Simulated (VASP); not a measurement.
# Mo3Rh (Pm-3m) in VASP: notebook, part 2 of 2

VASP 6.6.1. The steps go on from the part before.

### 3 Single point, PBE

This run uses another cell than the first one, of 22.51 Å³/atom.

File INCAR:

```
SYSTEM = Mo3Rh
  PREC = Accurate
  ENCUT = 520
  EDIFF = 1E-7
  ISMEAR = 0
  SIGMA = 0.1
  LREAL = .FALSE.
  LASPH = .TRUE.
  NELM = 80
  ALGO = Normal
  ISIF = 2
  LWAVE = .FALSE.
  LCHARG = .FALSE.
  GGA = PE
  NBANDS = 36
```

File KPOINTS:

```
regular mesh
0
G
  4 4 4
  0 0 0
```

File POSCAR:

```
Mo3Rh
1.0
    4.4821661900      0.0000000000      0.0000000000
    0.0000000000      4.4821661900      0.0000000000
    0.0000000000      0.0000000000      4.4821661900
Mo Rh
3 1
Direct
    0.0000000000      0.5000000000      0.5000000000
    0.5000000000      0.0000000000      0.5000000000
    0.5000000000      0.5000000000      0.0000000000
    0.0000000000      0.0000000000      0.0000000000
```

Potentials or basis: VASP PAW PBE potentials, release 64 (Mo_sv, Rh_pv).

Run with:

```console
cat potpaw_PBE.64/Mo_sv/POTCAR potpaw_PBE.64/Rh_pv/POTCAR > POTCAR
mpirun -np 1 vasp_std > vasp.out
```

OUTCAR:

```text
SYSTEM = Mo3Rh
   PREC = Accurate
   ENCUT = 520
   EDIFF = 1E-7
   ISMEAR = 0
   LREAL = .FALSE.
   LASPH = .TRUE.
   NELM = 80
   ISIF = 2
   GGA = PE

 ion  position               nearest neighbor table
   1  0.000  0.500  0.500-   2 3.17   3 3.17   4 3.17   3 3.17   4 3.17   2 3.17   4 3.17   4 3.17
                             2 3.17   3 3.17   3 3.17   2 3.17
   2  0.500  0.000  0.500-   1 3.17   3 3.17   4 3.17   3 3.17   4 3.17   1 3.17   3 3.17   3 3.17
                             1 3.17   4 3.17   4 3.17   1 3.17
   3  0.500  0.500  0.000-   1 3.17   2 3.17   4 3.17   1 3.17   2 3.17   2 3.17   4 3.17   2 3.17
                             1 3.17   4 3.17   1 3.17   4 3.17
   4  0.000  0.000  0.000-   1 3.17   2 3.17   3 3.17   1 3.17   2 3.17   1 3.17   3 3.17   1 3.17
                             2 3.17   3 3.17   2 3.17   3 3.17

  LATTYP: Found a simple cubic cell.
 ALAT       =     4.4821661900

  Lattice vectors:

 A1 = (   4.4821661900,   0.0000000000,   0.0000000000)
 A2 = (   0.0000000000,   4.4821661900,   0.0000000000)
 A3 = (   0.0000000000,   0.0000000000,   4.4821661900)

Analysis of symmetry for initial positions (statically):
=====================================================================
 Subroutine PRICEL returns:
 Original cell was already a primitive cell.

 Routine SETGRP: Setting up the symmetry group for a
 simple cubic supercell.

 Subroutine GETGRP returns: Found 48 space group operations
 (whereof 48 operations were pure point group operations)
 out of a pool of 48 trial point group operations.

The static configuration has the point symmetry O_h .

Analysis of symmetry for dynamics (positions and initial velocities):
=====================================================================
 Subroutine PRICEL returns:
 Original cell was already a primitive cell.

 Routine SETGRP: Setting up the symmetry group for a
 simple cubic supercell.

 Subroutine GETGRP returns: Found 48 space group operations
 (whereof 48 operations were pure point group operations)
 out of a pool of 48 trial point group operations.

The dynamic configuration has the point symmetry O_h .

 Subroutine INISYM returns: Found 48 space group operations
 (whereof 48 operations are pure point group operations),
 and found     1 'primitive' translations

----------------------------------------------------------------------------------------

                                     Primitive cell

  volume of cell :      90.0459

  direct lattice vectors                    reciprocal lattice vectors
     4.482166190  0.000000000  0.000000000     0.223106408  0.000000000  0.000000000
     0.000000000  4.482166190  0.000000000     0.000000000  0.223106408  0.000000000
     0.000000000  0.000000000  4.482166190     0.000000000  0.000000000  0.223106408

  length of vectors
     4.482166190  4.482166190  4.482166190     0.223106408  0.223106408  0.223106408

  position of ions in fractional coordinates (direct lattice)
     0.000000000  0.500000000  0.500000000
     0.500000000  0.000000000  0.500000000
     0.500000000  0.500000000  0.000000000
     0.000000000  0.000000000  0.000000000

  ion indices of the primitive-cell ions
   primitive index   ion index
                 1           1
                 2           2
                 3           3
                 4           4

[... 32 lines left out ...]
  0.500000  0.250000  0.000000     12.000000
  0.500000  0.500000  0.000000      3.000000
  0.250000  0.250000  0.250000      8.000000
  0.500000  0.250000  0.250000     12.000000
  0.500000  0.500000  0.250000      6.000000
  0.500000  0.500000  0.500000      1.000000
   k-points           NKPTS =     10   k-points in BZ     NKDIM =     10   number of bands    NBANDS=     36
   number of dos      NEDOS =    301   number of ions     NIONS =      4
   total plane-waves  NPLWV =  46656
   dimension x,y,z NGX =    36 NGY =   36 NGZ =   36
   dimension x,y,z NGXF=    72 NGYF=   72 NGZF=   72
   ions per type =               3   1
   NGX,Y,Z   is equivalent  to a cutoff of  13.35, 13.35, 13.35 a.u.
   NGXF,Y,Z  is equivalent  to a cutoff of  26.71, 26.71, 26.71 a.u.
 SYSTEM =  Mo3Rh
   PREC   = accura    normal or accurate (medium, high low for compatibility)
   ISTART =      0    job   : 0-new  1-cont  2-samecut
   ICHARG =      2    charge: 1-file 2-atom 10-const
   ISPIN  =      1    spin polarized calculation?
   LNONCOLLINEAR =      F non collinear calculations
   LSORBIT =      F    spin-orbit coupling
   LASPH  =      T    aspherical Exc in radial PAW
   ENCUT  =  520.0 eV  38.22 Ry    6.18 a.u.   8.33  8.33  8.33*2*pi/ulx,y,z
   NELM   =     80;   NELMIN=  2; NELMDL= -5     # of ELM steps
   EDIFF  = 0.1E-06   stopping-criterion for ELM
   LREAL  =      F    real-space projection
   EDIFFG = 0.1E-05   stopping-criterion for IOM
   NSW    =      0    number of steps for IOM
   IBRION =     -1    ionic relax: 0-MD 1-quasi-New 2-CG
   NFREE  =      0    steps in history (QN), initial steepest desc. (CG)
   ISIF   =      2    stress and relaxation
   ISYM   =      2    0-nonsym 1-usesym 2-fastsym
   POTIM  = 0.5000    time-step for ionic-motion
   TEBEG  =    0.0;   TEEND  =   0.0 temperature during run
   PSTRESS=    0.0 pullay stress
   NELECT =      57.0000    total number of electrons
   NUPDOWN=      -1.0000    fix difference up-down
   EMIN   =  10.00;   EMAX   =-10.00  energy-range for DOS
   EFERMI =   0.00;   METHOD = LEGACY
   ISMEAR =     0;   SIGMA  =   0.10  broadening in eV -4-tet -1-fermi 0-gaus
   EFERMI_NEDOS =   21; number of points for ismear=-14 and -15
   IALGO  =     38    algorithm
   IMIX   =      4    mixing-type and parameters
     AMIX     =   0.40;   BMIX     =  1.00
     AMIX_MAG =   1.60;   BMIX_MAG =  1.00
  volume/ion in A,a.u.               =      22.51       151.91
  Fermi-wavevector in a.u.,A,eV,Ry     =   1.405654  2.656301 26.883258  1.975864
  Thomas-Fermi vector in A             =   2.528094
   LORBIT       =      0    0 simple, 1 ext, 2 COOP (PROOUT), +10 PAW based schemes
   GGA     = PE    functional components
   LHFCALC =     F    Hartree Fock is set to
   AEXX    =    0.0000 exact exchange contribution
   IVDW    =     0    specifies the selected vdW correction
   LEPSILON=     F    determine dielectric tensor
   LRPA    =     F    only Hartree local field effects (RPA)
 non-spin polarized calculation
 Gauss-broadening in eV      SIGMA  =   0.10
  energy-cutoff  :      520.00
  volume of cell :       90.05
 maximum number of plane-waves:      2469
 NGX is ok and might be reduce to    36
   NGX = 17   NGY = 17   NGZ = 17

 number of electron      56.9999998 magnetization

 Free energy of the ion-electron system (eV)
  ---------------------------------------------------
  ext. energy  EPLUGINS =         0.00000000
  ---------------------------------------------------
  free energy    TOTEN  =       -34.61152945 eV

  energy without entropy =      -34.57327321  energy(sigma->0) =      -34.59240133

 E-fermi :   6.6570     XC(G=0): -11.3653

 val. band max:        6.6350838048   @ k =   0.2500   0.2500   0.0000
 cond. band min:       6.6642424848   @ k =   0.2500   0.2500   0.2500
 fundamental gap:      0.0291586799
 Fermi energy:         6.6570228585

 k-point     1 :       0.0000    0.0000    0.0000
  band No.  band energies     occupation
      1     -54.4397      2.00000
      2     -54.3894      2.00000
      3     -54.3894      2.00000
      4     -39.0094      2.00000
      5     -39.0094      2.00000
      6     -39.0094      2.00000
[... 379 lines left out ...]
     35       8.3627      0.00000
     36       8.3627      0.00000

------------------------ aborting loop because EDIFF is reached ----------------------------------------

  FORCE on cell =-STRESS in cart. coord.  units (eV):
  Direction    XX          YY          ZZ          XY          YZ          ZX
  --------------------------------------------------------------------------------------
  -------------------------------------------------------------------------------------
  Total      -22.7242809    -22.7242809    -22.7242809      0.0000000      0.0000000      0.0000000
  in kB     -404.3308376   -404.3308376   -404.3308376      0.0000000      0.0000000      0.0000000
  external PRESSURE =    -404.3308376 kB  Pullay stress =       0.0000000 kB

 VOLUME and BASIS-vectors are now :
 -----------------------------------------------------------------------------
  energy-cutoff  :      520.00
  volume of cell :       90.05
      direct lattice vectors                 reciprocal lattice vectors
     4.482166190  0.000000000  0.000000000     0.223106408  0.000000000  0.000000000
     0.000000000  4.482166190  0.000000000     0.000000000  0.223106408  0.000000000
     0.000000000  0.000000000  4.482166190     0.000000000  0.000000000  0.223106408

 POSITION                                       TOTAL-FORCE (eV/Angst)
 -----------------------------------------------------------------------------------
      0.00000      2.24108      2.24108         0.000000      0.000000      0.000000
      2.24108      0.00000      2.24108         0.000000      0.000000      0.000000
      2.24108      2.24108      0.00000         0.000000      0.000000      0.000000
      0.00000      0.00000      0.00000         0.000000      0.000000      0.000000
 -----------------------------------------------------------------------------------
    total drift:                                0.000000      0.000000      0.000000

  FREE ENERGIE OF THE ION-ELECTRON SYSTEM (eV)
  ---------------------------------------------------
  free  energy   TOTEN  =       -34.6115294521 eV

  energy  without entropy=      -34.5732732135  energy(sigma->0) =      -34.59240133
```

stdout:

```text
POSCAR found type information on POSCAR MoRh
 POSCAR found :  2 types and       4 ions
 scaLAPACK will be used
 LDA part: xc-table for (Slater+PW92), standard interpolation
 POSCAR, INCAR and KPOINTS ok, starting setup
 FFT: planning ... GRIDC
 FFT: planning ... GRID_SOFT
 FFT: planning ... GRID
 WAVECAR not read
 entering main loop
```

Run time: 19 s. Hardware: 1 thread of Intel Xeon 6975P-C (Granite Rapids), shared host; peak memory 0.2 GiB.

Results:

```yaml
Free_energy: -34.6115 eV
Pressure: -40.4 GPa
Band_gap_on_the_k_mesh: zero (an odd number of electrons rules out a gap without spin polarisation)
```

Caveat: the cell stands under tension.

### 4 Single point, PBE, collinear spin, ferromagnetic start

File INCAR:

```
  ALGO = Fast
  EDIFF = 1E-6
  ENCUT = 520
  GGA = PE
  ISIF = 2
  ISMEAR = 0
  ISPIN = 2
  LASPH = T
  LCHARG = T
  LELF = T
  LMAXMIX = 4
  LORBIT = 11
  LREAL = F
  LVHAR = T
  LWAVE = F
  MAGMOM = 1 1 1 1
  NBANDS = 40
  NELM = 150
  PREC = Accurate
  SIGMA = 0.1
```

File KPOINTS:

```
k-points
0
Gamma
  4 4 4
```

File POSCAR:

```
Mo3Rh
1.0
    3.9482848211      0.0000000000      0.0000000000
    0.0000000000      3.9482848211      0.0000000000
    0.0000000000      0.0000000000      3.9482848211
Mo Rh
3 1
Direct
    0.0000000000      0.5000000000      0.5000000000
    0.5000000000      0.0000000000      0.5000000000
    0.5000000000      0.5000000000      0.0000000000
    0.0000000000      0.0000000000      0.0000000000
```

Run with:

```console
cat potpaw_PBE.64/Mo_sv/POTCAR potpaw_PBE.64/Rh_pv/POTCAR > POTCAR
mpirun -np 1 vasp_std > vasp.out
```

Run time: 31 s. Hardware: 1 thread of Intel Xeon 6975P-C (Granite Rapids), shared host; peak memory 0.2 GiB.

It converged, with:

- Free energy: -39.7617 eV
- Pressure: 0.4 GPa
- Net moment: 0.00 μB per cell
- Valence electrons inside the program's atomic spheres: Mo 12.44; Rh 13.89

Levels at points of the mesh, in eV from the Fermi level:
Spin up:
| k point | band 24 | band 25 | band 26 | band 27 | band 28 | band 29 | band 30 | band 31 | band 32 | band 33 |
| --- | --- | --- | --- | --- | --- | --- | --- | --- | --- | --- |
| (0.00, 0.00, 0.00) | -1.38 | -1.38 | 0.75 | 0.75 | 3.05 | 3.05 | 3.05 | 3.27 | 3.27 | 3.98 |
| (0.50, 0.00, 0.00) | -1.95 | -1.95 | -1.36 | 0.18 | 0.26 | 0.26 | 0.79 | 1.30 | 1.30 | 1.36 |
| (0.50, 0.50, 0.00) | -1.89 | -1.85 | -1.74 | -1.74 | -1.59 | 0.62 | 0.62 | 0.64 | 0.64 | 0.67 |
| (0.50, 0.50, 0.50) | -1.58 | -0.89 | -0.89 | -0.89 | 1.43 | 1.43 | 1.43 | 1.82 | 2.74 | 2.74 |
Spin down:
```csv
k point,band 25,band 26,band 27,band 28,band 29,band 30,band 31,band 32
"(0.00, 0.00, 0.00)",-1.37,0.76,0.76,3.05,3.05,3.05,3.28,3.28
"(0.50, 0.00, 0.00)",-1.95,-1.36,0.18,0.26,0.26,0.79,1.30,1.30
"(0.50, 0.50, 0.00)",-1.85,-1.74,-1.74,-1.59,0.62,0.62,0.64,0.64
"(0.50, 0.50, 0.50)",-0.89,-0.89,-0.89,1.43,1.43,1.43,1.82,2.74
```

Caveat: the k points lie up to 0.40 Å⁻¹ apart.

### 5 Relaxation of cell and atoms, PBE

This run uses another cell than the first one, of 22.51 Å³/atom.

File INCAR:

```
PREC = Accurate
ENCUT = 600
EDIFF = 1E-6
ISMEAR = 0
SIGMA = 0.1
LREAL = F
LASPH = T
NELM = 100
ALGO = Fast
ISIF = 3
LWAVE = F
LCHARG = F
GGA = PE
IBRION = 2
NSW = 90
EDIFFG = -0.04
```

File KPOINTS:

```
Automatic mesh
0
Gamma
  4 4 4
```

File POSCAR:

```
Mo3Rh
1.0
    4.4821661900      0.0000000000      0.0000000000
    0.0000000000      4.4821661900      0.0000000000
    0.0000000000      0.0000000000      4.4821661900
Mo Rh
3 1
Direct
    0.0000000000      0.5000000000      0.5000000000
    0.5000000000      0.0000000000      0.5000000000
    0.5000000000      0.5000000000      0.0000000000
    0.0000000000      0.0000000000      0.0000000000
```

Run with:

```console
cat potpaw_PBE.64/Mo_sv/POTCAR potpaw_PBE.64/Rh_pv/POTCAR > POTCAR
mpirun -np 1 vasp_std > vasp.out
```

Run time: 2.2 min. Hardware: 1 thread of Intel Xeon 6975P-C (Granite Rapids), shared host; peak memory 0.23 GiB.

The run converged. Its results:

* Free energy: -39.7738 eV
* Relaxed volume: 15.42 Å³/atom
* Relaxed cell: a = 3.951 Å, b = 3.951 Å, c = 3.951 Å, α = 90.00°, β = 90.00°, γ = 90.00°
* Space group after relaxing (to 0.1 Å): Pm-3m (No. 221)
* Pressure after relaxing: -0.1 GPa
* Band gap on the k mesh: zero (an odd number of electrons rules out a gap without spin polarisation)

Final structure:
```cif
data_structure
_symmetry_space_group_name_H-M 'P 1'
_symmetry_Int_Tables_number 1
_cell_length_a 3.9510
_cell_length_b 3.9510
_cell_length_c 3.9510
_cell_angle_alpha 90.000
_cell_angle_beta 90.000
_cell_angle_gamma 90.000
_cell_volume 61.68
loop_
_atom_site_label
_atom_site_type_symbol
_atom_site_fract_x
_atom_site_fract_y
_atom_site_fract_z
_atom_site_occupancy
Mo1 Mo 0.00000 0.50000 0.50000 1
Mo2 Mo 0.50000 0.00000 0.50000 1
Mo3 Mo 0.50000 0.50000 0.00000 1
Rh1 Rh 0.00000 0.00000 0.00000 1
```

Levels at points of the mesh, in eV from the Fermi level:
```csv
k point,band 25,band 26,band 27,band 28,band 29,band 30,band 31,band 32
"(0.00, 0.00, 0.00)",-1.37,0.75,0.75,3.04,3.04,3.26,3.27,3.97
"(0.50, 0.00, 0.00)",-1.94,-1.35,0.18,0.26,0.26,0.79,1.30,1.30
"(0.50, 0.50, 0.00)",-1.84,-1.73,-1.73,-1.59,0.62,0.62,0.64,0.64
"(0.50, 0.50, 0.50)",-0.89,-0.89,-0.89,1.43,1.43,1.43,1.81,2.73
```

Caveat: the volume moved by over 15 % at a fixed basis, so the end points are rough.

### 6 Overview

```csv
task,spin,cell,cutoff (eV),gap on the mesh (eV),pressure (GPa)
single point,off,"a = 3.948 Å, 4 atoms",520,none,0.4
single point,off,"a = 4.482 Å, 4 atoms",520,none,-40.4
single point,"collinear, ferromagnetic start","a = 3.948 Å, 4 atoms",520,none,0.4
relaxation of cell and atoms,off,"relaxed from a = 4.482 Å, 4 atoms",600,none,-0.1
```

Alike in all rows: level PBE; potentials or basis VASP PAW PBE potentials, release 64 (Mo_sv, Rh_pv); k mesh 4 × 4 × 4; smearing gaussian 0.1 eV.

Caveats: some runs use coarse meshes; the cell stands under tension (at least some runs); the volume moved by over 15 % at a fixed basis, so the end points are rough (at least some runs).

Total energies depend on the potentials used, so only differences within one code and one set of settings carry meaning.
